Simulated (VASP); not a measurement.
# ZnO (P6_3mc) in VASP: electric field gradients with PBE

Aim: the electric field gradients of ZnO with PBE.

Program: VASP 6.6.1. These are calculated values, not measurements. Logs are shortened: lines on timing, memory, paths and dates and some standing lists are left out, and cuts for length are marked.

**What was measured.**

From “Electronic structure of alkaline earth and post-transition metal oxides”, 2009, arxiv:0908.1581, for a bulk crystal of ZnO: band gap 3.37 eV.

The results are compared with them further down.

## Step 1: The cell of the first run

The structure is hexagonal, space group P6_3mc (No. 186). The conventional cell has a = 3.279 Å, b = 3.279 Å, c = 5.294 Å, α = 90.00°, β = 90.00°, γ = 120.00°. Zn (site symmetry 3m) has 4 O at 2.00 to 2.01 Å within 2.6 Å. O (site symmetry 3m) has 4 Zn at 2.00 to 2.01 Å within 2.6 Å.

## Step 2: Electric field gradients, PBE

INCAR reads:

```
PREC = Accurate ; ENCUT = 520
EDIFF = 1E-8 ; ISMEAR = 0
SIGMA = 0.01 ; LREAL = F
LASPH = T ; NELM = 100
ALGO = Normal ; ISIF = 2
LWAVE = F ; LCHARG = F
GGA = PE ; LEFG = T
NBANDS = 26
```

KPOINTS reads:

```
regular mesh
0
Gamma
  12 12 6
```

POSCAR reads:

```
ZnO
1.0
    3.2794671159      0.0000000000      0.0000000000
   -1.6397335579      2.8401018333      0.0000000000
    0.0000000000      0.0000000000      5.2937265030
Zn O
2 2
Direct
    0.3333333333      0.6666666667      0.0015128026
    0.6666666667      0.3333333333      0.5015128026
    0.3333333333      0.6666666667      0.3805871974
    0.6666666667      0.3333333333      0.8805871974
```

Potentials or basis: VASP PAW PBE potentials, release 64 (Zn, O).

On the command line:

```bash
$ cat potpaw_PBE.64/Zn/POTCAR potpaw_PBE.64/O/POTCAR > POTCAR
$ mpirun -np 1 vasp_std > vasp.out
```

OUTCAR:

```text
PREC = Accurate
   ENCUT = 520
   EDIFF = 1E-8
   ISMEAR = 0
   LREAL = F
   LASPH = T
   NELM = 100
   ISIF = 2
   GGA = PE

 ion  position               nearest neighbor table
   1  0.333  0.667  0.002-   4 2.00   4 2.00   4 2.00   3 2.01
   2  0.667  0.333  0.502-   3 2.00   3 2.00   3 2.00   4 2.01
   3  0.333  0.667  0.381-   2 2.00   2 2.00   2 2.00   1 2.01
   4  0.667  0.333  0.881-   1 2.00   1 2.00   1 2.00   2 2.01

  LATTYP: Found a hexagonal cell.
 ALAT       =     3.2794671159
 C/A-ratio  =     1.6142032580

  Lattice vectors:

 A1 = (   3.2794671159,   0.0000000000,   0.0000000000)
 A2 = (  -1.6397335579,   2.8401018333,   0.0000000000)
 A3 = (   0.0000000000,   0.0000000000,   5.2937265030)

Analysis of symmetry for initial positions (statically):
=====================================================================
 Subroutine PRICEL returns:
 Original cell was already a primitive cell.

 Routine SETGRP: Setting up the symmetry group for a
 hexagonal supercell.

 Subroutine GETGRP returns: Found 12 space group operations
 (whereof  6 operations were pure point group operations)
 out of a pool of 24 trial point group operations.

The static configuration has the point symmetry C_3v.
 The point group associated with its full space group is C_6v.

Analysis of symmetry for dynamics (positions and initial velocities):
=====================================================================
 Subroutine PRICEL returns:
 Original cell was already a primitive cell.

 Routine SETGRP: Setting up the symmetry group for a
 hexagonal supercell.

 Subroutine GETGRP returns: Found 12 space group operations
 (whereof  6 operations were pure point group operations)
 out of a pool of 24 trial point group operations.

The dynamic configuration has the point symmetry C_3v.
 The point group associated with its full space group is C_6v.

 Subroutine INISYM returns: Found 12 space group operations
 (whereof  6 operations are pure point group operations),
 and found     1 'primitive' translations

----------------------------------------------------------------------------------------

                                     Primitive cell

  volume of cell :      49.3059

  direct lattice vectors                    reciprocal lattice vectors
     3.279467116  0.000000000  0.000000000     0.304927589  0.176050025  0.000000000
    -1.639733558  2.840101833  0.000000000     0.000000000  0.352100051  0.000000000
     0.000000000  0.000000000  5.293726503     0.000000000  0.000000000  0.188902846

  length of vectors
     3.279467116  3.279467116  5.293726503     0.352100051  0.352100051  0.188902846

  position of ions in fractional coordinates (direct lattice)
     0.333333333  0.666666667  0.001512803
     0.666666667  0.333333333  0.501512803
     0.333333333  0.666666667  0.380587197
     0.666666667  0.333333333  0.880587197

  ion indices of the primitive-cell ions
   primitive index   ion index
                 1           1
                 2           2
                 3           3
                 4           4

----------------------------------------------------------------------------------------

 KPOINTS: regular mesh

Automatic generation of k-mesh.
 Grid dimensions read from file:
 generate k-points for:   12   12    6

 Generating k-lattice:

  Cartesian coordinates                     Fractional coordinates (reciprocal lattice)
     0.025410632  0.014670835  0.000000000     0.083333333  0.000000000  0.000000000
     0.000000000  0.029341671  0.000000000     0.000000000  0.083333333  0.000000000
     0.000000000  0.000000000  0.031483808     0.000000000  0.000000000  0.166666667

  Length of vectors
     0.029341671  0.029341671  0.031483808

  Shift w.r.t. Gamma in fractional coordinates (k-lattice)
     0.000000000  0.000000000  0.000000000

 Subroutine IBZKPT returns following result:
 ===========================================

 Found     76 irreducible k-points:

 Following reciprocal coordinates:
            Coordinates               Weight
  0.000000  0.000000  0.000000      1.000000
  0.083333 -0.000000  0.000000      6.000000
  0.166667 -0.000000  0.000000      6.000000
  0.250000 -0.000000  0.000000      6.000000
  0.333333 -0.000000  0.000000      6.000000
  0.416667  0.000000  0.000000      6.000000
[... 16 lines left out ...]
  0.250000 -0.000000  0.166667     12.000000
  0.333333 -0.000000  0.166667     12.000000
 [... further k-points ...]
   k-points           NKPTS =     76   k-points in BZ     NKDIM =     76   number of bands    NBANDS=     26
   number of dos      NEDOS =    301   number of ions     NIONS =      4
   total plane-waves  NPLWV =  23040
   dimension x,y,z NGX =    24 NGY =   24 NGZ =   40
   dimension x,y,z NGXF=    48 NGYF=   48 NGZF=   80
   ions per type =               2   2
   NGX,Y,Z   is equivalent  to a cutoff of  12.17, 12.17, 12.56 a.u.
   NGXF,Y,Z  is equivalent  to a cutoff of  24.33, 24.33, 25.12 a.u.
 SYSTEM =  unknown system
   PREC   = accura    normal or accurate (medium, high low for compatibility)
   ISTART =      0    job   : 0-new  1-cont  2-samecut
   ICHARG =      2    charge: 1-file 2-atom 10-const
   ISPIN  =      1    spin polarized calculation?
   LNONCOLLINEAR =      F non collinear calculations
   LSORBIT =      F    spin-orbit coupling
   LASPH  =      T    aspherical Exc in radial PAW
   ENCUT  =  520.0 eV  38.22 Ry    6.18 a.u.   6.10  6.10  9.84*2*pi/ulx,y,z
   NELM   =    100;   NELMIN=  2; NELMDL= -5     # of ELM steps
   EDIFF  = 0.1E-07   stopping-criterion for ELM
   LREAL  =      F    real-space projection
   EDIFFG = 0.1E-06   stopping-criterion for IOM
   NSW    =      0    number of steps for IOM
   IBRION =     -1    ionic relax: 0-MD 1-quasi-New 2-CG
   NFREE  =      0    steps in history (QN), initial steepest desc. (CG)
   ISIF   =      2    stress and relaxation
   ISYM   =      2    0-nonsym 1-usesym 2-fastsym
   POTIM  = 0.5000    time-step for ionic-motion
   TEBEG  =    0.0;   TEEND  =   0.0 temperature during run
   PSTRESS=    0.0 pullay stress
   NELECT =      36.0000    total number of electrons
   NUPDOWN=      -1.0000    fix difference up-down
   EMIN   =  10.00;   EMAX   =-10.00  energy-range for DOS
   EFERMI =   0.00;   METHOD = LEGACY
   ISMEAR =     0;   SIGMA  =   0.01  broadening in eV -4-tet -1-fermi 0-gaus
   EFERMI_NEDOS =   21; number of points for ismear=-14 and -15
   IALGO  =     38    algorithm
   IMIX   =      4    mixing-type and parameters
     AMIX     =   0.40;   BMIX     =  1.00
     AMIX_MAG =   1.60;   BMIX_MAG =  1.00
  volume/ion in A,a.u.               =      12.33        83.18
  Fermi-wavevector in a.u.,A,eV,Ry     =   1.474154  2.785747 29.567217  2.173129
  Thomas-Fermi vector in A             =   2.588960
   LORBIT       =      0    0 simple, 1 ext, 2 COOP (PROOUT), +10 PAW based schemes
   GGA     = PE    functional components
   LHFCALC =     F    Hartree Fock is set to
   AEXX    =    0.0000 exact exchange contribution
   IVDW    =     0    specifies the selected vdW correction
   LEPSILON=     F    determine dielectric tensor
   LRPA    =     F    only Hartree local field effects (RPA)
 non-spin polarized calculation
 Gauss-broadening in eV      SIGMA  =   0.01
  energy-cutoff  :      520.00
  volume of cell :       49.31
 maximum number of plane-waves:      1350
   NGX = 13   NGY = 13   NGZ = 19

 number of electron      36.0000038 magnetization

 Free energy of the ion-electron system (eV)
  ---------------------------------------------------
  ext. energy  EPLUGINS =         0.00000000
  ---------------------------------------------------
  free energy    TOTEN  =       -17.86099870 eV

  energy without entropy =      -17.86099870  energy(sigma->0) =      -17.86099870

 E-fermi :   0.9898     XC(G=0): -10.7252

 val. band max:        0.8945411061   @ k =   0.0000   0.0000   0.0000
 cond. band min:       1.6221905440   @ k =   0.0000   0.0000   0.0000
 fundamental gap:      0.7276494379
 Fermi energy:         0.9897950469

 k-point     1 :       0.0000    0.0000    0.0000
  band No.  band energies     occupation
      1     -16.9232      2.00000
      2     -16.2561      2.00000
      3      -4.6423      2.00000
      4      -4.6423      2.00000
      5      -4.6029      2.00000
      6      -4.4880      2.00000
[... 18 lines left out ...]
     25      14.8263      0.00000
     26      14.8263      0.00000

 k-point     2 :       0.0833   -0.0000    0.0000
  band No.  band energies     occupation
      1     -16.8875      2.00000
      2     -16.2401      2.00000
      3      -4.6825      2.00000
      4      -4.6211      2.00000
      5      -4.5785      2.00000
      6      -4.4701      2.00000
[... 18 lines left out ...]
     25      14.7535      0.00000
     26      14.9111      0.00000

 k-point     3 :       0.1667   -0.0000    0.0000
  band No.  band energies     occupation
      1     -16.7865      2.00000
      2     -16.1974      2.00000
      3      -4.7739      2.00000
      4      -4.5654      2.00000
      5      -4.5419      2.00000
      6      -4.4594      2.00000
[... 18 lines left out ...]
     25      14.7241      0.00000
     26      14.9949      0.00000

 k-point     4 :       0.2500   -0.0000    0.0000
  band No.  band energies     occupation
      1     -16.6405      2.00000
      2     -16.1433      2.00000
      3      -4.8651      2.00000
      4      -4.5503      2.00000
      5      -4.4973      2.00000
      6      -4.3736      2.00000
[... 18 lines left out ...]
     25      14.0566      0.00000
     26      14.8594      0.00000
[... 496 lines left out ...]
      1     -16.7483      2.00000
      2     -16.2379      2.00000
      3      -4.8019      2.00000
      4      -4.6127      2.00000
      5      -4.5559      2.00000
      6      -4.5025      2.00000
[... 18 lines left out ...]
     25      13.9264      0.00000
     26      14.8000      0.00000

 k-point    23 :       0.2500   -0.0000    0.1667
  band No.  band energies     occupation
      1     -16.6075      2.00000
      2     -16.1765      2.00000
      3      -4.8925      2.00000
      4      -4.6334      2.00000
      5      -4.4836      2.00000
      6      -4.3970      2.00000
[... 18 lines left out ...]
     25      14.0594      0.00000
     26      14.7365      0.00000

 k-point    24 :       0.3333   -0.0000    0.1667
  band No.  band energies     occupation
      1     -16.4538      2.00000
      2     -16.1233      2.00000
      3      -4.9329      2.00000
      4      -4.6605      2.00000
      5      -4.4225      2.00000
      6      -4.2652      2.00000
[... 18 lines left out ...]
     25      14.1253      0.00000
     26      14.6814      0.00000

 [... further k-points ...]

------------------------ aborting loop because EDIFF is reached ----------------------------------------

  FORCE on cell =-STRESS in cart. coord.  units (eV):
  Direction    XX          YY          ZZ          XY          YZ          ZX
  --------------------------------------------------------------------------------------
  -------------------------------------------------------------------------------------
  Total        0.2759621      0.2759621      0.2735295      0.0000000      0.0000000      0.0000000
  in kB        8.9672930      8.9672930      8.8882466      0.0000000      0.0000000      0.0000000
  external PRESSURE =       8.9409442 kB  Pullay stress =       0.0000000 kB

 VOLUME and BASIS-vectors are now :
 -----------------------------------------------------------------------------
  energy-cutoff  :      520.00
  volume of cell :       49.31
      direct lattice vectors                 reciprocal lattice vectors
     3.279467116  0.000000000  0.000000000     0.304927589  0.176050025  0.000000000
    -1.639733558  2.840101833  0.000000000     0.000000000  0.352100051  0.000000000
     0.000000000  0.000000000  5.293726503     0.000000000  0.000000000  0.188902846

 POSITION                                       TOTAL-FORCE (eV/Angst)
 -----------------------------------------------------------------------------------
     -0.00000      1.89340      0.00801         0.000000     -0.000000      0.000979
      1.63973      0.94670      2.65487        -0.000000      0.000000      0.000979
     -0.00000      1.89340      2.01472         0.000000     -0.000000     -0.000979
      1.63973      0.94670      4.66159         0.000000      0.000000     -0.000979
 -----------------------------------------------------------------------------------
    total drift:                               -0.000001     -0.000001     -0.001484

  FREE ENERGIE OF THE ION-ELECTRON SYSTEM (eV)
  ---------------------------------------------------
  free  energy   TOTEN  =       -17.8609986993 eV

  energy  without entropy=      -17.8609986993  energy(sigma->0) =      -17.86099870

 Electric field gradients (V/A^2)
---------------------------------------------------------------------
 ion       V_xx      V_yy      V_zz      V_xy      V_xz      V_yz
---------------------------------------------------------------------
   1      -2.126    -2.124     4.250     0.002    -0.000     0.000
   2      -2.126    -2.124     4.250     0.002     0.000    -0.000
   3       0.515     0.510    -1.025    -0.005    -0.000     0.000
   4       0.515     0.510    -1.025    -0.005     0.000    -0.000
---------------------------------------------------------------------

 Electric field gradients after diagonalization (V/A^2)
 (convention: |V_zz| > |V_xx| > |V_yy|)
----------------------------------------------------------------------
 ion       V_xx      V_yy      V_zz     asymmetry (V_yy - V_xx)/ V_zz
----------------------------------------------------------------------
   1      -2.127    -2.123     4.250       0.001
   2      -2.127    -2.123     4.250       0.001
   3       0.518     0.507    -1.025       0.010
   4       0.518     0.507    -1.025       0.010
----------------------------------------------------------------------

           NMR quadrupolar parameters

 Cq : quadrupolar parameter    Cq=e*Q*V_zz/h
 eta: asymmetry parameters     (V_yy - V_xx)/ V_zz
 Q  : nuclear electric quadrupole moment in mb (millibarn)
----------------------------------------------------------------------
 ion       Cq(MHz)       eta       Q (mb)
----------------------------------------------------------------------
   1       0.010       0.001       1.000
   2       0.010       0.001       1.000
   3      -0.002       0.010       1.000
   4      -0.002       0.010       1.000
----------------------------------------------------------------------
```

Wall time 2.3 min (1 thread of AMD EPYC 7R13 (Zen 3), shared host); peak memory 0.18 GiB.

Results:

```
Free energy            : -17.8610 eV
Pressure               : 0.9 GPa
Band gap on the k mesh : 0.73 eV, direct
```

Levels at points of the mesh, in eV from the valence-band top:
```
           k point  band 16  band 17  band 18  band 19  band 20  band 21
(0.00, 0.00, 0.00)    -0.08     0.00     0.00     0.73     5.09     8.07
(0.50, 0.00, 0.00)    -2.14    -1.23    -0.79     5.62     6.82     7.52
(0.00, 0.00, 0.50)    -0.37    -0.37    -0.37     3.36     3.36     9.91
(0.50, 0.00, 0.50)    -1.43    -1.32    -1.32     5.64     5.64     8.23
```

Electric field gradients, principal values (V/Å²):
```
atom   least  middle  greatest (by size)
1 Zn  -2.123  -2.127               4.250
2 Zn  -2.123  -2.127               4.250
 3 O   0.507   0.518              -1.025
 4 O   0.507   0.518              -1.025
```

Caveat: without QUAD_EFG the Cq values of the log hold for a quadrupole moment of 1 mb, not for the nuclei.

## Step 3: Against experiment

Step 2. A measured gap of ZnO is 3.37 eV (quoted in “Electronic structure of alkaline earth and post-transition metal oxides”, 2009, arxiv:0908.1581); the calculated 0.73 eV misses it by -2.64 eV. So large a miss can be the level of theory's own, or it may mean another phase, state or a wrong row. The value is that of PBE, without temperature or zero-point motion. Semilocal functionals fall short of measured gaps as a rule.
